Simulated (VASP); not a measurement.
The system is CsRh3.

```
CELL_PARAMETERS angstrom
4.34543 0.00000 0.00000
0.00000 4.34543 0.00000
0.00000 0.00000 4.34543
ATOMIC_POSITIONS crystal
Cs 0.00000 0.00000 0.00000
Rh 0.00000 0.50000 0.50000
Rh 0.50000 0.00000 0.50000
Rh 0.50000 0.50000 0.00000
```

- Program: VASP 6.6.1
- Task: relaxation of cell and atoms
- Functional: PBE
- Potentials or basis: VASP PAW PBE potentials, release 64 (Cs_sv, Rh_sv_GW)
- Cutoff: 620 eV
- k mesh: 4 × 4 × 4
- Occupations: gaussian, width 0.1 eV
- Spin: no spin polarisation

At the start: pressure -7.8 GPa; volume 20.51 Å³/atom.

Task: Where does the relaxation end?

Result: Over 3 steps the energy falls by 54.9 meV/atom and the volume is 18.48 Å³/atom (-9.9 %); space group Pm-3m (No. 221, to 0.1 Å) before and after.

Step by step:
```csv
step,energy change (eV),largest force (eV/Å),pressure (GPa),volume (Å³)
1,0.0000,0.0000,-7.76,82.05
2,-0.1769,0.0000,4.62,70.81
3,-0.2196,0.0000,-0.02,73.91
```

Final structure:
```
CELL_PARAMETERS angstrom
4.19661 0.00000 0.00000
0.00000 4.19661 0.00000
0.00000 0.00000 4.19661
ATOMIC_POSITIONS crystal
Cs 0.00000 0.00000 0.00000
Rh 0.00000 0.50000 0.50000
Rh 0.50000 0.00000 0.50000
Rh 0.50000 0.50000 0.00000
```

Caveat: the k points lie up to 0.37 Å⁻¹ apart in the final cell, too coarse for converged energies and pressures of a metal.
